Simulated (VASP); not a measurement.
Wanted: the native input for a VASP 6.6.1 run.

* Task: single point
* Functional: PBEsol
* Potentials or basis: VASP PAW PBE potentials, release 64 (Hf_pv, N)
* Cutoff: 600 eV
* k mesh: 6 × 6 × 6
* Occupations: fermi-dirac, width 0.1 eV
* Spin: no spin polarisation
* Dipole correction: no
* Further INCAR settings: ALGO = Normal; EDIFF = 1e-06; NBANDS = 14

The structure of HfN lies in POSCAR:

```
HfN
1.0
    0.0000000000      2.4126019134      2.4126019134
    2.4126019134      0.0000000000      2.4126019134
    2.4126019134      2.4126019134      0.0000000000
Hf N
1 1
Direct
    0.0000000000      0.0000000000      0.0000000000
    0.2500000000      0.2500000000      0.2500000000
```

These files were run (other wordings do the same):

INCAR

```
ALGO     = Normal         # electronic algorithm
EDIFF    = 1E-6           # SCF threshold, eV
ENCUT    = 600            # plane-wave cutoff, eV
GGA      = PS             # functional
GGA_COMPAT= F            
ISIF     = 2              # what is computed and relaxed
ISMEAR   = -1             # smearing method
LASPH    = T              # aspherical terms in the spheres
LCHARG   = F              # write CHGCAR
LREAL    = F              # projectors in reciprocal space
LWAVE    = F              # write WAVECAR
NBANDS   = 14             # bands
NELM     = 120            # most SCF steps
PREC     = Accurate       # precision mode
SIGMA    = 0.1            # smearing width, eV
```

KPOINTS

```
k-points
0
Gamma
  6 6 6
```

Potentials or basis: VASP PAW PBE potentials, release 64 (Hf_pv, N).

Launch:

```sh
$ cat potpaw_PBE.64/Hf_pv/POTCAR potpaw_PBE.64/N/POTCAR > POTCAR
$ mpirun -np 1 vasp_std > vasp.out
```

Results of the run:

```yaml
Pressure: 4.7 GPa
Band_gap_on_the_k_mesh: zero (an odd number of electrons rules out a gap without spin polarisation)
```

Caveat: the k points lie up to 0.38 Å⁻¹ apart, too coarse for converged energies and pressures of a metal; the PAW data sets were made with another functional, which shifts forces and pressure a little; spin-orbit coupling is left out, which moves the levels of the heavy elements.

Run time: 7.4 s on 1 thread of AMD EPYC 7R13 Processor (Zen 3) (shared host), peak memory 0.13 GiB.
